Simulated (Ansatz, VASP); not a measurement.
# Two plane-wave programs on Ta2N

File INCAR:

```
SYSTEM = Ta2N
  PREC = Accurate
  ENCUT = 520
  EDIFF = 1E-7
  ISMEAR = 0
  SIGMA = 0.15
  LREAL = .FALSE.
  LASPH = .TRUE.
  NELM = 60
  ALGO = Normal
  ISIF = 2
  LWAVE = .FALSE.
  LCHARG = .FALSE.
  GGA = PE
  NBANDS = 36
```

The input KPOINTS:

```
Automatic mesh
0
G
  17 17 5
  0 0 0
```

Contents of POSCAR:

```
Ta2N
1.0
   -3.1011400595      0.0000000000      0.0000000000
   -1.5505700297     -2.6856660722      0.0000000000
    0.0000000000      0.0000000000     15.7637800776
Ta N
4 2
Direct
    0.6666666667      0.6666666667      0.0758447170
    0.6666666667      0.6666666667      0.3855350333
    0.3333333333      0.3333333333      0.5435359156
    0.3333333333      0.3333333333      0.2338455993
    0.0000000000      0.0000000000      0.4645354745
    0.0000000000      0.0000000000      0.1548451582
```

Input for Ansatz:

```yaml
crystal:
  lattice:
    - [-3.1011400595, 0.0, 0.0]
    - [-1.5505700297, -2.6856660722, 0.0]
    - [0.0, 0.0, 15.7637800776]
  atoms:
    - { symbol: Ta, position: [0.6666666667, 0.6666666667, 0.075844717] }
    - { symbol: Ta, position: [0.6666666667, 0.6666666667, 0.3855350333] }
    - { symbol: Ta, position: [0.3333333333, 0.3333333333, 0.5435359156] }
    - { symbol: Ta, position: [0.3333333333, 0.3333333333, 0.2338455993] }
    - { symbol: "N", position: [0.0, 0.0, 0.4645354745] }
    - { symbol: "N", position: [0.0, 0.0, 0.1548451582] }
basis:
  ecutwfc: 420
kpoints:
  mp_grid: { grid: [17, 17, 5] }
hamiltonian:
  xc: pbe
scf:
  occupations: { method: gaussian, width: 0.15 }
output:
  forces: true
  stress: true
  eigenvalues: true
```

Alike in both runs: task single point; functional PBE; k mesh 17 × 17 × 5; occupations gaussian, width 0.15 eV; no spin polarisation.

|  | VASP | Ansatz |
| --- | --- | --- |
| version | VASP 6.6.1 | Ansatz 0.2.0 |
| potentials or method | VASP PAW PBE potentials, release 64 (Ta_pv, N), cutoff 520 eV | scalar-relativistic, plane waves, PAW |
| valence electrons in the cell | 54 | 62 |

|  | VASP | Ansatz | Ansatz less VASP |
| --- | --- | --- | --- |
| gap on the k mesh at the Fermi level (eV) | none | none | - |
| rms of the force components (eV/Å) | 0.121 | 0.136 | +0.0144 |

Atom by atom the forces differ by 0.019 eV/Å (rms over components). A gap of «none» marks a metal or a gap that the smearing closes. VASP's potentials hold 54 valence electrons a cell and Ansatz's 62, so a difference there can come from the potentials and not from the codes.

Spin-orbit coupling is off throughout.
